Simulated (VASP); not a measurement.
Here is a VASP 6.6.1 calculation.

The input INCAR:

```
PREC = Accurate
ENCUT = 520
EDIFF = 1E-6
ISMEAR = 0
SIGMA = 0.01
LREAL = False
LASPH = True
NELM = 60
ALGO = Normal
ISIF = 2
LWAVE = False
LCHARG = False
GGA = PE
NBANDS = 28
```

File KPOINTS:

```
Automatic mesh
0
Gamma
  6 6 6
```

The input POSCAR:

```
BaTiO3
1.0
    3.9518582279      0.0000000000      0.0000000000
    0.0000000000      3.9518582279      0.0000000000
    0.0000000000      0.0000000000      3.9518582279
Ba Ti O
1 1 3
Direct
    0.5000000000      0.5000000000      0.5000000000
    0.0000000000      0.0000000000      0.0000000000
    0.5000000000      0.0000000000      0.0000000000
    0.0000000000      0.5000000000      0.0000000000
    0.0000000000      0.0000000000      0.5000000000
```

Potentials or basis: VASP PAW PBE potentials, release 64 (Ba_sv, Ti_sv, O).

The run is started by

```console
$ cat potpaw_PBE.64/Ba_sv/POTCAR potpaw_PBE.64/Ti_sv/POTCAR potpaw_PBE.64/O/POTCAR > POTCAR
$ mpirun -np 1 vasp_std > vasp.out
```

**Question.** What does it give for the band gap on the k mesh?

**Answer.** 1.82 eV, indirect (least direct gap 1.93 eV).

**Question.** What does it give for the pressure?

**Answer.** 11.3 GPa.

Caveat: spin-orbit coupling is left out, which moves the levels of the heavy elements. A k mesh can miss the band edges.
